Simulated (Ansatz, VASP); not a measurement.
# Se in VASP and in Ansatz

```
Se
1.0
     5.68100    3.27993    1.43204
    -5.68100    3.27993    1.43204
     0.00000   -6.55985    1.43204
Se
6
Direct
  0.28066 0.16251 0.91818
  0.91818 0.28066 0.16251
  0.16251 0.91818 0.28066
  0.71934 0.83749 0.08182
  0.08182 0.71934 0.83749
  0.83749 0.08182 0.71934
```

Change from the starting cell: zz strain of -3 %, crystal datasets.

Alike in both runs: task electric field gradients; functional PBEsol; k mesh 6 × 6 × 6; occupations fermi-dirac, width 0.01 eV; no spin polarisation.

|  | VASP | Ansatz |
| --- | --- | --- |
| version | VASP 6.6.1 | Ansatz 0.2.0 |
| potentials or method | VASP PAW PBE potentials, release 64 (Se), cutoff 520 eV | all-electron PAW with datasets made for the crystal, scalar-relativistic |

|  | VASP | Ansatz | Ansatz less VASP |
| --- | --- | --- | --- |
| gap on the k mesh at the Fermi level (eV) | 0.99 | 1.00 | +0.012 |
| pressure (GPa) | 1.4 | 1.1 | -0.23 |
| traceless stress, the component that is largest in VASP (GPa) | 0.04 | 0.13 | +0.088 |
| rms of the force components (eV/Å) | 0.350 | 0.316 | -0.0343 |
| size of Vzz on the site where it differs most (V/Å²) | 538.0 | 562.8 | +24.78 |

VASP's potentials were made for PBE, not for PBEsol. Atom by atom the forces differ by 0.035 eV/Å (rms over components). Ansatz ran all-electron here, and VASP with PAW potentials.
